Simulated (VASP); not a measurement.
# O (P2/c) in VASP: a series of runs, part 2 of 2

VASP 6.6.1. Earlier steps stand in the parts before.

## (5) Single point, PBEsol

This run uses another cell than the first one, of 10.89 Å³/atom, 1.031 times its volume.

The input, INCAR:

```
ALGO = Normal
EDIFF = 1E-7
ENCUT = 520
GGA = PS
ISIF = 2
ISMEAR = 0
LASPH = T
LCHARG = T
LELF = T
LREAL = F
LVHAR = T
LWAVE = F
NBANDS = 20
NELM = 60
PREC = Accurate
SIGMA = 0.05
```

The input, KPOINTS:

```
k-points
0
Gamma
  6 6 6
```

The input, POSCAR:

```
O
1.0
    3.8922577200      0.0000000000      0.0000000000
    0.0000000000      3.7894570000      0.0000000000
   -0.9966562300      0.0000000000      2.9534146900
O
4
Direct
    0.3329660000      0.6941230000      0.6812950000
    0.6670340000      0.6941230000      0.8187050000
    0.6670340000      0.3058770000      0.3187050000
    0.3329660000      0.3058770000      0.1812950000
```

Potentials or basis: VASP PAW PBE potentials, release 64 (O).

Started as:

```
$ cat potpaw_PBE.64/O/POTCAR > POTCAR
$ mpirun -np 1 vasp_std > vasp.out
```

OUTCAR:

```text
EDIFF = 1E-7
   ENCUT = 520
   GGA = PS
   ISIF = 2
   ISMEAR = 0
   LASPH = T
   LREAL = F
   NELM = 60
   PREC = Accurate

 ion  position               nearest neighbor table
   1  0.333  0.694  0.681-   2 1.23
   2  0.667  0.694  0.819-   1 1.23
   3  0.667  0.306  0.319-   4 1.23
   4  0.333  0.306  0.181-   3 1.23

  LATTYP: Found a simple monoclinic cell.
 ALAT       =     3.1170469955
 B/A-ratio  =     1.2157202010
 C/A-ratio  =     1.2487003647
 COS(beta)  =    -0.3197437291

  Lattice vectors:

 A1 = (  -0.9966562300,   0.0000000000,   2.9534146900)
 A2 = (   0.0000000000,  -3.7894570000,   0.0000000000)
 A3 = (   3.8922577200,   0.0000000000,   0.0000000000)

Analysis of symmetry for initial positions (statically):
=====================================================================
 Subroutine PRICEL returns:
 Original cell was already a primitive cell.

 Routine SETGRP: Setting up the symmetry group for a
 simple monoclinic supercell.

 Subroutine GETGRP returns: Found  4 space group operations
 (whereof  2 operations were pure point group operations)
 out of a pool of  4 trial point group operations.

The static configuration has the point symmetry S_2 .
 The point group associated with its full space group is C_2h.

Analysis of symmetry for dynamics (positions and initial velocities):
=====================================================================
 Subroutine PRICEL returns:
 Original cell was already a primitive cell.

 Routine SETGRP: Setting up the symmetry group for a
 simple monoclinic supercell.

 Subroutine GETGRP returns: Found  4 space group operations
 (whereof  2 operations were pure point group operations)
[... 121 lines left out ...]
   EFERMI =   0.00;   METHOD = LEGACY
   ISMEAR =     0;   SIGMA  =   0.05  broadening in eV -4-tet -1-fermi 0-gaus
   EFERMI_NEDOS =   21; number of points for ismear=-14 and -15
   IALGO  =     38    algorithm
   IMIX   =      4    mixing-type and parameters
     AMIX     =   0.40;   BMIX     =  1.00
     AMIX_MAG =   1.60;   BMIX_MAG =  1.00
  volume/ion in A,a.u.               =      10.89        73.49
  Fermi-wavevector in a.u.,A,eV,Ry     =   1.342077  2.536159 24.506431  1.801172
  Thomas-Fermi vector in A             =   2.470260
   LORBIT       =      0    0 simple, 1 ext, 2 COOP (PROOUT), +10 PAW based schemes
   GGA     = PS    functional components
   LHFCALC =     F    Hartree Fock is set to
   AEXX    =    0.0000 exact exchange contribution
   IVDW    =     0    specifies the selected vdW correction
   LEPSILON=     F    determine dielectric tensor
   LRPA    =     F    only Hartree local field effects (RPA)
 non-spin polarized calculation
 Gauss-broadening in eV      SIGMA  =   0.05
  energy-cutoff  :      520.00
  volume of cell :       43.56
 maximum number of plane-waves:      1192
 NGX is ok and might be reduce to    30
   NGX = 15   NGY = 15   NGZ = 11

 number of electron      23.9999988 magnetization

 Free energy of the ion-electron system (eV)
  ---------------------------------------------------
  ext. energy  EPLUGINS =         0.00000000
  ---------------------------------------------------
  free energy    TOTEN  =       -20.91250824 eV

  energy without entropy =      -20.91250824  energy(sigma->0) =      -20.91250824

 E-fermi :   0.5462     XC(G=0):  -9.7813

 val. band max:        0.2863942845   @ k =   0.0000   0.5000   0.0000
 cond. band min:       0.7469491541   @ k =   0.5000   0.5000  -0.0000
 fundamental gap:      0.4605548697
 Fermi energy:         0.5461765104

 k-point     1 :       0.0000    0.0000    0.0000
  band No.  band energies     occupation
      1     -26.6435      2.00000
      2     -24.8618      2.00000
      3     -14.1139      2.00000
      4     -12.0572      2.00000
      5      -8.4482      2.00000
      6      -7.5315      2.00000
[... 541 lines left out ...]
     19      14.2515      0.00000
     20      17.4036      0.00000

 [... further k-points ...]

------------------------ aborting loop because EDIFF is reached ----------------------------------------

  FORCE on cell =-STRESS in cart. coord.  units (eV):
  Direction    XX          YY          ZZ          XY          YZ          ZX
  --------------------------------------------------------------------------------------
  -------------------------------------------------------------------------------------
  Total       -0.4514532      0.0199570     -0.7604828      0.0000000      0.0000000     -0.3519468
  in kB      -16.6042884      0.7340096    -27.9702896      0.0000000      0.0000000    -12.9444789
  external PRESSURE =     -14.6135228 kB  Pullay stress =       0.0000000 kB

 VOLUME and BASIS-vectors are now :
 -----------------------------------------------------------------------------
  energy-cutoff  :      520.00
  volume of cell :       43.56
      direct lattice vectors                 reciprocal lattice vectors
     3.892257720  0.000000000  0.000000000     0.256920295  0.000000000  0.086700054
     0.000000000  3.789457000  0.000000000     0.000000000  0.263890051  0.000000000
    -0.996656230  0.000000000  2.953414690     0.000000000  0.000000000  0.338591124

 POSITION                                       TOTAL-FORCE (eV/Angst)
 -----------------------------------------------------------------------------------
      0.61697      2.63035      2.01215         0.558567     -0.262070      0.281752
      1.78030      2.63035      2.41798        -0.558567     -0.262070     -0.281752
      2.27863      1.15911      0.94127        -0.558567      0.262070     -0.281752
      1.11530      1.15911      0.53544         0.558567      0.262070      0.281752
 -----------------------------------------------------------------------------------
    total drift:                                0.000000     -0.000000     -0.000000

  FREE ENERGIE OF THE ION-ELECTRON SYSTEM (eV)
  ---------------------------------------------------
  free  energy   TOTEN  =       -20.9125082442 eV

  energy  without entropy=      -20.9125082442  energy(sigma->0) =      -20.91250824
```

OSZICAR:

```text
N       E                     dE             d eps       ncg     rms          rms(c)
DAV:   1     0.120724786514E+03    0.12072E+03   -0.14006E+04  3248   0.115E+03
DAV:   2    -0.156597246510E+02   -0.13638E+03   -0.13225E+03  4156   0.268E+02
DAV:   3    -0.214741658785E+02   -0.58144E+01   -0.57735E+01  4000   0.536E+01
DAV:   4    -0.215062323471E+02   -0.32066E-01   -0.32063E-01  3600   0.446E+00
DAV:   5    -0.215064079317E+02   -0.17558E-03   -0.17558E-03  3940   0.300E-01    0.630E+00
DAV:   6    -0.210208992592E+02    0.48551E+00   -0.36464E-01  3664   0.556E+00    0.338E+00
DAV:   7    -0.209092638367E+02    0.11164E+00   -0.36535E-01  3888   0.526E+00    0.634E-01
DAV:   8    -0.209127942069E+02   -0.35304E-02   -0.47322E-02  3288   0.158E+00    0.106E-01
DAV:   9    -0.209124867849E+02    0.30742E-03   -0.85751E-04  3680   0.272E-01    0.463E-02
DAV:  10    -0.209125127487E+02   -0.25964E-04   -0.12825E-04  3868   0.870E-02    0.176E-02
DAV:  11    -0.209125081637E+02    0.45850E-05   -0.24185E-05  3528   0.453E-02    0.485E-03
DAV:  12    -0.209125082497E+02   -0.86000E-07   -0.20837E-06  3788   0.111E-02    0.185E-03
DAV:  13    -0.209125082442E+02    0.55190E-08   -0.13340E-07  2716   0.319E-03
   1 F= -.20912508E+02 E0= -.20912508E+02  d E =-.129851E-10
```

stdout:

```text
POSCAR found type information on POSCAR O
 POSCAR found :  1 types and       4 ions
 scaLAPACK will be used
 -----------------------------------------------------------------------------
|                                                                             |
|                                                                             |
|     You enforced a specific xc type in the INCAR file but a different       |
|     I HOPE YOU KNOW WHAT YOU ARE DOING!                                     |
|                                                                             |
 -----------------------------------------------------------------------------

 LDA part: xc-table for (Slater+PW92), standard interpolation
 POSCAR, INCAR and KPOINTS ok, starting setup
 FFT: planning ... GRIDC
 FFT: planning ... GRID_SOFT
 FFT: planning ... GRID
 WAVECAR not read
 entering main loop
```

Run time: 68 s. Hardware: 1 thread of Intel Xeon Platinum 8375C at 2.90GHz (Ice Lake), shared host; peak memory 0.17 GiB.

Results:

* Free energy: -20.9125 eV
* Pressure: -1.5 GPa
* Largest force: 0.678 eV/Å
* Band gap on the k mesh: 0.46 eV, indirect (least direct gap 0.64 eV)

Forces on the atoms (eV/Å):
```
O    0.559 -0.262  0.282
O   -0.559 -0.262 -0.282
O   -0.559  0.262 -0.282
O    0.559  0.262  0.282
```

Caveat: the standard files for N, O and F lose accuracy on very short bonds; spin is off for a triplet molecule; the PAW data sets were made with another functional, which shifts forces and pressure a little. A k mesh can miss the band edges.

## (6) The runs side by side

```csv
cell,gap on the mesh (eV),pressure (GPa),largest force (eV/Å)
"a = 3.892, b = 3.789, c = 3.033 Å, angles 90.0, 109.2, 90.0°, 4 atoms",0.59,0.9,0.41
"a = 3.892, b = 3.789, c = 3.061 Å, angles 90.0, 109.0, 90.0°, 4 atoms",0.54,0.0,0.49
"a = 3.892, b = 3.789, c = 3.089 Å, angles 90.0, 108.8, 90.0°, 4 atoms",0.50,-0.7,0.58
"a = 3.892, b = 3.789, c = 3.117 Å, angles 90.0, 108.6, 90.0°, 4 atoms",0.46,-1.5,0.68
```

Alike in all rows: task single point; level PBEsol; potentials or basis VASP PAW PBE potentials, release 64 (O); no spin polarisation; k mesh 6 × 6 × 6; cutoff (eV) 520; smearing gaussian 0.05 eV.

Caveats: the standard files for N, O and F lose accuracy on very short bonds; spin is off for a triplet molecule; the PAW data sets were made with another functional, which shifts forces and pressure a little.

Total energies depend on the potentials used, so only differences within one code and one set of settings carry meaning.
